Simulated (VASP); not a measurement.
# Lu3TaN (P1) in VASP: a series of runs

Lu3TaN is run at these levels: PBE; tasks: single point.

All numbers are computed with VASP 6.6.1; they aren't measurements. Logs are shortened: lines on timing, memory, paths and dates and some standing lists are left out, and cuts for length are marked.

## 1. The cell of the first run

The typed cell holds 5 atoms: a = 4.541 Å, b = 4.541 Å, c = 4.541 Å, α = 90.00°, β = 90.00°, γ = 90.00°.

## 2. Single point, PBE

INCAR reads:

```
SYSTEM = Lu3TaN
PREC = Accurate
ENCUT = 520
EDIFF = 1E-6
ISMEAR = -1
SIGMA = 0.05
LREAL = .FALSE.
LASPH = .TRUE.
NELM = 120
ALGO = Normal
ISIF = 2
LWAVE = .FALSE.
LCHARG = .TRUE.
GGA = PE
LELF = .TRUE.
LVHAR = .TRUE.
NBANDS = 54
GGA_COMPAT = .FALSE.
```

KPOINTS reads:

```
regular mesh
0
G
  3 3 3
  0 0 0
```

POSCAR reads:

```
Lu3TaN
1.0
    4.5409890000      0.0000000000      0.0000000000
    0.0000000000      4.5409890000      0.0000000000
    0.0000000000      0.0000000000      4.5409890000
Ta Lu N
1 3 1
Direct
   -0.0127967718      0.0165877962     -0.0241328486
    0.5150902149      0.4886177879     -0.0015430559
   -0.0207338093      0.5009547480      0.5349702455
    0.5189486255     -0.0080319507      0.4936636050
    0.4991161617      0.5162985420      0.4733548132
```

Potentials or basis: VASP PAW PBE potentials, release 64 (Ta_pv, Lu, N).

Run with:

```
> cat potpaw_PBE.64/Ta_pv/POTCAR potpaw_PBE.64/Lu/POTCAR potpaw_PBE.64/N/POTCAR > POTCAR
> mpirun -np 1 vasp_std > vasp.out
```

OUTCAR:

```text
SYSTEM = Lu3TaN
   PREC = Accurate
   ENCUT = 520
   EDIFF = 1E-6
   ISMEAR = -1
   LREAL = .FALSE.
   LASPH = .TRUE.
   NELM = 120
   ISIF = 2
   GGA = PE

 ion  position               nearest neighbor table
   1  0.987  0.017  0.976-   3 2.97   2 3.03   4 3.05   3 3.08   4 3.17   2 3.22   2 3.22   4 3.26
                             3 3.36   4 3.37   2 3.39   3 3.45
   2  0.515  0.489  0.998-   5 2.16   5 2.39   3 2.98   1 3.03   4 3.18   4 3.21   4 3.22   1 3.22
                             3 3.22   1 3.22   3 3.22   4 3.24   1 3.39   3 3.44
   3  0.979  0.501  0.535-   5 2.20   5 2.38   1 2.97   2 2.98   4 3.06   1 3.08   4 3.12   2 3.22
                             2 3.22   4 3.32   1 3.36   4 3.37   2 3.44   1 3.45
   4  0.519  0.992  0.494-   5 2.16   5 2.38   1 3.05   3 3.06   3 3.12   1 3.17   2 3.18   2 3.21
                             2 3.22   2 3.24   1 3.26   3 3.32   1 3.37   3 3.37
   5  0.499  0.516  0.473-   2 2.16   4 2.16   3 2.20   3 2.38   4 2.38   2 2.39

  LATTYP: Found a simple cubic cell.
 ALAT       =     4.5409890000

  Lattice vectors:

 A1 = (   4.5409890000,   0.0000000000,   0.0000000000)
 A2 = (   0.0000000000,   4.5409890000,   0.0000000000)
 A3 = (   0.0000000000,   0.0000000000,   4.5409890000)

Analysis of symmetry for initial positions (statically):
=====================================================================
 Subroutine PRICEL returns:
 Original cell was already a primitive cell.

 Routine SETGRP: Setting up the symmetry group for a
 simple cubic supercell.

 Subroutine GETGRP returns: Found  1 space group operations
 (whereof  1 operations were pure point group operations)
 out of a pool of 48 trial point group operations.

The static configuration has the point symmetry C_1 .

Analysis of symmetry for dynamics (positions and initial velocities):
=====================================================================
 Subroutine PRICEL returns:
 Original cell was already a primitive cell.

 Routine SETGRP: Setting up the symmetry group for a
 simple cubic supercell.

 Subroutine GETGRP returns: Found  1 space group operations
 (whereof  1 operations were pure point group operations)
 out of a pool of 48 trial point group operations.

The dynamic configuration has the point symmetry C_1 .

 Subroutine INISYM returns: Found  1 space group operations
 (whereof  1 operations are pure point group operations),
 and found     1 'primitive' translations

[... 90 lines left out ...]
   LREAL  =      F    real-space projection
   EDIFFG = 0.1E-04   stopping-criterion for IOM
   NSW    =      0    number of steps for IOM
   IBRION =     -1    ionic relax: 0-MD 1-quasi-New 2-CG
   NFREE  =      0    steps in history (QN), initial steepest desc. (CG)
   ISIF   =      2    stress and relaxation
   ISYM   =      2    0-nonsym 1-usesym 2-fastsym
   POTIM  = 0.5000    time-step for ionic-motion
   TEBEG  =    0.0;   TEEND  =   0.0 temperature during run
   PSTRESS=    0.0 pullay stress
   NELECT =      91.0000    total number of electrons
   NUPDOWN=      -1.0000    fix difference up-down
   EMIN   =  10.00;   EMAX   =-10.00  energy-range for DOS
   EFERMI =   0.00;   METHOD = LEGACY
   ISMEAR =    -1;   SIGMA  =   0.05  broadening in eV -4-tet -1-fermi 0-gaus
   EFERMI_NEDOS =   21; number of points for ismear=-14 and -15
   IALGO  =     38    algorithm
   IMIX   =      4    mixing-type and parameters
     AMIX     =   0.40;   BMIX     =  1.00
     AMIX_MAG =   1.60;   BMIX_MAG =  1.00
  volume/ion in A,a.u.               =      18.73       126.38
  Fermi-wavevector in a.u.,A,eV,Ry     =   1.621579  3.064340 35.776782  2.629519
  Thomas-Fermi vector in A             =   2.715332
   LORBIT       =      0    0 simple, 1 ext, 2 COOP (PROOUT), +10 PAW based schemes
   GGA     = PE    functional components
   LHFCALC =     F    Hartree Fock is set to
   AEXX    =    0.0000 exact exchange contribution
   IVDW    =     0    specifies the selected vdW correction
   LEPSILON=     F    determine dielectric tensor
   LRPA    =     F    only Hartree local field effects (RPA)
 non-spin polarized calculation
  energy-cutoff  :      520.00
  volume of cell :       93.64
 maximum number of plane-waves:      2546
 NGX is ok and might be reduce to    36
   NGX = 17   NGY = 17   NGZ = 17

 number of electron      91.0000001 magnetization

 Free energy of the ion-electron system (eV)
  ---------------------------------------------------
  ext. energy  EPLUGINS =         0.00000000
  ---------------------------------------------------
  free energy    TOTEN  =       -34.65124395 eV

  energy without entropy =      -34.57267723  energy(sigma->0) =      -34.61196059

 E-fermi :   3.5089     XC(G=0): -12.0106

 val. band max:        3.4966926114   @ k =   0.3333   0.0000   0.3333
 cond. band min:       3.5098128635   @ k =  -0.3333  -0.3333   0.3333
 fundamental gap:      0.0131202521
 Fermi energy:         3.5089283380

 k-point     1 :       0.0000    0.0000    0.0000
  band No.  band energies     occupation
      1     -51.5836      2.00000
      2     -51.4946      2.00000
      3     -51.4793      2.00000
      4     -30.4626      2.00000
      5     -30.4473      2.00000
      6     -30.4390      2.00000
[... 787 lines left out ...]
     53       7.5558      0.00000
     54       8.4184      0.00000

------------------------ aborting loop because EDIFF is reached ----------------------------------------

  FORCE on cell =-STRESS in cart. coord.  units (eV):
  Direction    XX          YY          ZZ          XY          YZ          ZX
  --------------------------------------------------------------------------------------
  -------------------------------------------------------------------------------------
  Total        6.5103815      7.4665414      7.2777485     -0.4260617     -0.1679026      0.1059007
  in kB      111.3949929    127.7552361    124.5249217     -7.2900704     -2.8728746      1.8119989
  external PRESSURE =     121.2250502 kB  Pullay stress =       0.0000000 kB

 VOLUME and BASIS-vectors are now :
 -----------------------------------------------------------------------------
  energy-cutoff  :      520.00
  volume of cell :       93.64
      direct lattice vectors                 reciprocal lattice vectors
     4.540989000  0.000000000  0.000000000     0.220216345  0.000000000  0.000000000
     0.000000000  4.540989000  0.000000000     0.000000000  0.220216345  0.000000000
     0.000000000  0.000000000  4.540989000     0.000000000  0.000000000  0.220216345

 POSITION                                       TOTAL-FORCE (eV/Angst)
 -----------------------------------------------------------------------------------
      4.48288      0.07533      4.43140         0.538785     -0.627165      0.780828
      2.33902      2.21881      4.53398        -0.746527      0.300524     -0.587894
      4.44684      2.27483      2.42929         1.737765     -0.035405     -1.171355
      2.35654      4.50452      2.24172        -0.830625      1.148643      0.140123
      2.26648      2.34451      2.14950        -0.699398     -0.786596      0.838297
 -----------------------------------------------------------------------------------
    total drift:                               -0.000278     -0.000996      0.000419

  FREE ENERGIE OF THE ION-ELECTRON SYSTEM (eV)
  ---------------------------------------------------
  free  energy   TOTEN  =       -34.6512439546 eV

  energy  without entropy=      -34.5726772257  energy(sigma->0) =      -34.61196059
```

Wall time 3.8 min (1 thread of AMD EPYC 7R13, shared host); peak memory 0.22 GiB.

What came out:

```
Free energy   : -34.6512 eV
Pressure      : 12.1 GPa
Largest force : 2.096 eV/Å
```

Forces in eV/Å, atoms in the order of the input:
```
Ta   0.539 -0.627  0.781
Lu  -0.747  0.301 -0.588
Lu   1.738 -0.035 -1.171
Lu  -0.831  1.149  0.140
N   -0.699 -0.787  0.838
```

Stress tensor (GPa, compression positive):
```
11.14 -0.73  0.18
-0.73 12.78 -0.29
 0.18 -0.29 12.45
```

Caveat: the k points lie up to 0.46 Å⁻¹ apart; spin-orbit coupling is left out, which moves the levels of the heavy elements; forces of over 1 eV/Å act on the atoms, so gaps and moduli don't describe the material at rest.

## 3. Single point, PBE

INCAR reads:

```
SYSTEM = Lu3TaN
ALGO     = Normal         ! electronic algorithm
EDIFF    = 1E-6           ! SCF threshold, eV
ENCUT    = 520            ! plane-wave cutoff, eV
GGA      = PE             ! functional
GGA_COMPAT= .False.      
ISIF     = 2              ! what is computed and relaxed
ISMEAR   = -1             ! smearing method
LASPH    = .True.         ! aspherical terms in the spheres
LCHARG   = .False.        ! write CHGCAR
LREAL    = .False.        ! projectors in reciprocal space
LWAVE    = .False.        ! write WAVECAR
NBANDS   = 54             ! bands
NELM     = 120            ! most SCF steps
PREC     = Accurate       ! precision mode
SIGMA    = 0.05           ! smearing width, eV
```

KPOINTS reads:

```
k-points
0
Gamma
  3 3 3
  0 0 0
```

POSCAR reads:

```
Lu3TaN
1.0
    4.5409890000      0.0000000000      0.0000000000
    0.0000000000      4.5409890000      0.0000000000
    0.0000000000      0.0000000000      4.5409890000
Ta Lu N
1 3 1
Direct
   -0.0174464197      0.0229674637     -0.0338395446
    0.5201800753      0.4839168296     -0.0047249619
   -0.0250824215      0.5012634913      0.5485635398
    0.5256568558     -0.0078143770      0.4910813481
    0.4661277532      0.4860298054      0.5009549682
```

Potentials or basis: VASP PAW PBE potentials, release 64 (Ta_pv, Lu, N).

Run with:

```
> cat potpaw_PBE.64/Ta_pv/POTCAR potpaw_PBE.64/Lu/POTCAR potpaw_PBE.64/N/POTCAR > POTCAR
> mpirun -np 1 vasp_std > vasp.out
```

OUTCAR:

```text
SYSTEM = Lu3TaN
   EDIFF = 1E-6
   ENCUT = 520
   GGA = PE
   ISIF = 2
   ISMEAR = -1
   LASPH = .True.
   LREAL = .False.
   NELM = 120
   PREC = Accurate

 ion  position               nearest neighbor table
   1  0.983  0.023  0.966-   3 2.88   2 2.97   4 3.00   3 3.03   4 3.16   2 3.22   2 3.23   4 3.28
                             3 3.42   4 3.43   2 3.46   3 3.55
   2  0.520  0.484  0.995-   5 2.26   5 2.31   3 2.90   1 2.97   4 3.17   4 3.20   3 3.20   1 3.22
                             4 3.22   1 3.23   4 3.25   3 3.25   1 3.46   3 3.53
   3  0.975  0.501  0.549-   5 2.24   5 2.32   1 2.88   2 2.90   4 3.03   1 3.03   4 3.09   2 3.20
                             2 3.25   4 3.36   4 3.42   1 3.42   2 3.53   1 3.55
   4  0.526  0.992  0.491-   5 2.26   5 2.31   1 3.00   3 3.03   3 3.09   1 3.16   2 3.17   2 3.20
                             2 3.22   2 3.25   1 3.28   3 3.36   3 3.42   1 3.43
   5  0.466  0.486  0.501-   3 2.24   2 2.26   4 2.26   2 2.31   4 2.31   3 2.32

  LATTYP: Found a simple cubic cell.
 ALAT       =     4.5409890000

  Lattice vectors:

 A1 = (   4.5409890000,   0.0000000000,   0.0000000000)
 A2 = (   0.0000000000,   4.5409890000,   0.0000000000)
 A3 = (   0.0000000000,   0.0000000000,   4.5409890000)

Analysis of symmetry for initial positions (statically):
=====================================================================
 Subroutine PRICEL returns:
 Original cell was already a primitive cell.

 Routine SETGRP: Setting up the symmetry group for a
 simple cubic supercell.

 Subroutine GETGRP returns: Found  1 space group operations
 (whereof  1 operations were pure point group operations)
 out of a pool of 48 trial point group operations.

The static configuration has the point symmetry C_1 .

Analysis of symmetry for dynamics (positions and initial velocities):
=====================================================================
 Subroutine PRICEL returns:
 Original cell was already a primitive cell.

 Routine SETGRP: Setting up the symmetry group for a
 simple cubic supercell.

 Subroutine GETGRP returns: Found  1 space group operations
 (whereof  1 operations were pure point group operations)
 out of a pool of 48 trial point group operations.

The dynamic configuration has the point symmetry C_1 .

 Subroutine INISYM returns: Found  1 space group operations
 (whereof  1 operations are pure point group operations),
 and found     1 'primitive' translations

----------------------------------------------------------------------------------------

                                     Primitive cell

  volume of cell :      93.6378

  direct lattice vectors                    reciprocal lattice vectors
     4.540989000  0.000000000  0.000000000     0.220216345  0.000000000  0.000000000
     0.000000000  4.540989000  0.000000000     0.000000000  0.220216345  0.000000000
     0.000000000  0.000000000  4.540989000     0.000000000  0.000000000  0.220216345

  length of vectors
     4.540989000  4.540989000  4.540989000     0.220216345  0.220216345  0.220216345

  position of ions in fractional coordinates (direct lattice)
     0.982553580  0.022967464  0.966160455
     0.520180075  0.483916830  0.995275038
     0.974917578  0.501263491  0.548563540
[... 42 lines left out ...]
  0.000000  0.000000  0.333333      2.000000
  0.333333  0.333333  0.000000      2.000000
  0.000000  0.333333  0.333333      2.000000
  0.333333  0.000000  0.333333      2.000000
 -0.333333  0.333333  0.000000      2.000000
 -0.333333  0.000000  0.333333      2.000000
  0.000000 -0.333333  0.333333      2.000000
  0.333333  0.333333  0.333333      2.000000
 -0.333333  0.333333  0.333333      2.000000
 -0.333333 -0.333333  0.333333      2.000000
  0.333333 -0.333333  0.333333      2.000000
   k-points           NKPTS =     14   k-points in BZ     NKDIM =     14   number of bands    NBANDS=     54
   number of dos      NEDOS =    301   number of ions     NIONS =      5
   total plane-waves  NPLWV =  46656
   dimension x,y,z NGX =    36 NGY =   36 NGZ =   36
   dimension x,y,z NGXF=    72 NGYF=   72 NGZF=   72
   ions per type =               1   3   1
   NGX,Y,Z   is equivalent  to a cutoff of  13.18, 13.18, 13.18 a.u.
   NGXF,Y,Z  is equivalent  to a cutoff of  26.36, 26.36, 26.36 a.u.
 SYSTEM =  Lu3TaN
   PREC   = accura    normal or accurate (medium, high low for compatibility)
   ISTART =      0    job   : 0-new  1-cont  2-samecut
   ICHARG =      2    charge: 1-file 2-atom 10-const
   ISPIN  =      1    spin polarized calculation?
   LNONCOLLINEAR =      F non collinear calculations
   LSORBIT =      F    spin-orbit coupling
   LASPH  =      T    aspherical Exc in radial PAW
   ENCUT  =  520.0 eV  38.22 Ry    6.18 a.u.   8.44  8.44  8.44*2*pi/ulx,y,z
   NELM   =    120;   NELMIN=  2; NELMDL= -5     # of ELM steps
   EDIFF  = 0.1E-05   stopping-criterion for ELM
   LREAL  =      F    real-space projection
   EDIFFG = 0.1E-04   stopping-criterion for IOM
   NSW    =      0    number of steps for IOM
   IBRION =     -1    ionic relax: 0-MD 1-quasi-New 2-CG
   NFREE  =      0    steps in history (QN), initial steepest desc. (CG)
   ISIF   =      2    stress and relaxation
   ISYM   =      2    0-nonsym 1-usesym 2-fastsym
   POTIM  = 0.5000    time-step for ionic-motion
   TEBEG  =    0.0;   TEEND  =   0.0 temperature during run
   PSTRESS=    0.0 pullay stress
   NELECT =      91.0000    total number of electrons
   NUPDOWN=      -1.0000    fix difference up-down
   EMIN   =  10.00;   EMAX   =-10.00  energy-range for DOS
   EFERMI =   0.00;   METHOD = LEGACY
   ISMEAR =    -1;   SIGMA  =   0.05  broadening in eV -4-tet -1-fermi 0-gaus
   EFERMI_NEDOS =   21; number of points for ismear=-14 and -15
   IALGO  =     38    algorithm
   IMIX   =      4    mixing-type and parameters
     AMIX     =   0.40;   BMIX     =  1.00
     AMIX_MAG =   1.60;   BMIX_MAG =  1.00
  volume/ion in A,a.u.               =      18.73       126.38
  Fermi-wavevector in a.u.,A,eV,Ry     =   1.621579  3.064340 35.776782  2.629519
  Thomas-Fermi vector in A             =   2.715332
   LORBIT       =      0    0 simple, 1 ext, 2 COOP (PROOUT), +10 PAW based schemes
   GGA     = PE    functional components
   LHFCALC =     F    Hartree Fock is set to
   AEXX    =    0.0000 exact exchange contribution
   IVDW    =     0    specifies the selected vdW correction
   LEPSILON=     F    determine dielectric tensor
   LRPA    =     F    only Hartree local field effects (RPA)
 non-spin polarized calculation
  energy-cutoff  :      520.00
  volume of cell :       93.64
 maximum number of plane-waves:      2546
 NGX is ok and might be reduce to    36
   NGX = 17   NGY = 17   NGZ = 17

 number of electron      91.0000000 magnetization

 Free energy of the ion-electron system (eV)
  ---------------------------------------------------
  ext. energy  EPLUGINS =         0.00000000
  ---------------------------------------------------
  free energy    TOTEN  =       -34.44158461 eV

  energy without entropy =      -34.36543890  energy(sigma->0) =      -34.40351176

 E-fermi :   3.5101     XC(G=0): -12.0018

 val. band max:        3.5099372776   @ k =  -0.3333   0.3333   0.3333
 cond. band min:       3.5111300410   @ k =   0.3333  -0.3333   0.3333
 fundamental gap:      0.0011927634
 Fermi energy:         3.5101172111

 k-point     1 :       0.0000    0.0000    0.0000
  band No.  band energies     occupation
      1     -51.6109      2.00000
      2     -51.5163      2.00000
      3     -51.5020      2.00000
      4     -30.4556      2.00000
      5     -30.4247      2.00000
      6     -30.4121      2.00000
[... 787 lines left out ...]
     53       7.5104      0.00000
     54       8.3104      0.00000

------------------------ aborting loop because EDIFF is reached ----------------------------------------

  FORCE on cell =-STRESS in cart. coord.  units (eV):
  Direction    XX          YY          ZZ          XY          YZ          ZX
  --------------------------------------------------------------------------------------
  -------------------------------------------------------------------------------------
  Total        6.9497540      7.0244009      6.8896006     -0.7867113     -0.6623481     -0.0765552
  in kB      118.9128161    120.1900521    117.8835696    -13.4609159    -11.3330173     -1.3098870
  external PRESSURE =     118.9954793 kB  Pullay stress =       0.0000000 kB

 VOLUME and BASIS-vectors are now :
 -----------------------------------------------------------------------------
  energy-cutoff  :      520.00
  volume of cell :       93.64
      direct lattice vectors                 reciprocal lattice vectors
     4.540989000  0.000000000  0.000000000     0.220216345  0.000000000  0.000000000
     0.000000000  4.540989000  0.000000000     0.000000000  0.220216345  0.000000000
     0.000000000  0.000000000  4.540989000     0.000000000  0.000000000  0.220216345

 POSITION                                       TOTAL-FORCE (eV/Angst)
 -----------------------------------------------------------------------------------
      4.46177      0.10430      4.38732         0.576577     -1.238071      1.489347
      2.36213      2.19746      4.51953        -1.088630      0.563938      0.742650
      4.42709      2.27623      2.49102         1.298509      0.104359     -1.759912
      2.38700      4.50550      2.22999        -1.180886      0.115668      0.035623
      2.11668      2.20706      2.27483         0.394430      0.454106     -0.507708
 -----------------------------------------------------------------------------------
    total drift:                                0.000420     -0.000449     -0.000115

  FREE ENERGIE OF THE ION-ELECTRON SYSTEM (eV)
  ---------------------------------------------------
  free  energy   TOTEN  =       -34.4415846114 eV

  energy  without entropy=      -34.3654389038  energy(sigma->0) =      -34.40351176
```

Run time: 3.4 min. Hardware: 1 thread of AMD EPYC 7R13, shared host; peak memory 0.22 GiB.

Results:

```
Free energy   : -34.4416 eV
Pressure      : 11.9 GPa
Largest force : 2.190 eV/Å
```

Forces in eV/Å, atoms in the order of the input:
```
Ta   0.577 -1.238  1.489
Lu  -1.089  0.564  0.743
Lu   1.299  0.104 -1.760
Lu  -1.181  0.116  0.036
N    0.394  0.454 -0.508
```

Levels at points of the mesh, in eV from the Fermi level:
```csv
k point,band 44,band 45,band 46,band 47,band 48,band 49
"(0.00, 0.00, 0.00)",-1.33,-0.96,-0.86,2.13,2.34,2.47
```

Caveat: the k points lie up to 0.46 Å⁻¹ apart; spin-orbit coupling is left out, which moves the levels of the heavy elements; forces of over 1 eV/Å act on the atoms, so gaps and moduli don't describe the material at rest.
